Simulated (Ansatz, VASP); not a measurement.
## One calculation of Tl, two programs

```
Tl
1.0
     0.00000    3.65867    3.65867
     3.65867    0.00000    3.65867
     3.65867    3.65867    0.00000
Tl
2
Direct
  0.12500 0.12500 0.12500
  0.87500 0.87500 0.87500
```

Alike in both runs: task single point; functional PBE; k mesh 13 × 13 × 13; occupations fermi-dirac, width 0.1 eV; no spin polarisation.

```csv
,VASP,Ansatz
version,VASP 6.6.1,Ansatz 0.2.0
potentials or method,"VASP PAW PBE potentials, release 64 (Tl_d), cutoff 520 eV","plane waves (420 eV) with PAW, scalar-relativistic"
valence electrons in the cell,26,26
```

|  | VASP | Ansatz | Ansatz less VASP |
| --- | --- | --- | --- |
| pressure (GPa) | -0.9 | -0.9 | +0.04 |

Neither program's run includes spin-orbit coupling.
